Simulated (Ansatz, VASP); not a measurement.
# One calculation of NaF2, two programs

```
CELL_PARAMETERS angstrom
3.82930 0.00000 0.00000
-1.91465 3.31627 0.00000
0.00000 0.00000 3.08332
ATOMIC_POSITIONS crystal
Na 0.00000 0.00000 0.00000
F 0.33333 0.66667 0.50000
F 0.66667 0.33333 0.50000
```

Alike in both runs: functional PBE; k mesh 6 × 6 × 6; occupations gaussian, width 0.1 eV; collinear spin.

Ansatz relaxed the structure, and its values are those at the end. VASP's run is a single point on that final structure, the one shown.

```csv
,VASP,Ansatz
version,VASP 6.6.1,Ansatz 0.2.0
potentials or method,"VASP PAW PBE potentials, release 64 (Na_pv, F), cutoff 520 eV","scalar-relativistic, plane waves, PAW"
valence electrons in the cell,21,23
```

Ansatz gave:

| Property | Result |
| --- | --- |
| gap on the k mesh at the Fermi level (eV) | none |
| pressure (GPa) | 0.2 |
| net moment per atom (μB) | 0.33 |
| size of the moment on the site where the two differ most (μB) | 0.50 |

**Question.** Which values does VASP return?

**Answer.** gap on the k mesh at the Fermi level (eV): none; pressure (GPa): -0.1; net moment per atom (μB): 0.33; size of the moment on the site where the two differ most (μB): 0.47.

Site moments also hang on the region over which each program counts them. A gap of «none» marks a metal or a gap that the smearing closes. The functional is the same, so the differences come from potentials, cutoffs and numerics. VASP's potentials hold 21 valence electrons a cell and Ansatz's 23, so a difference there can come from the potentials and not from the codes.
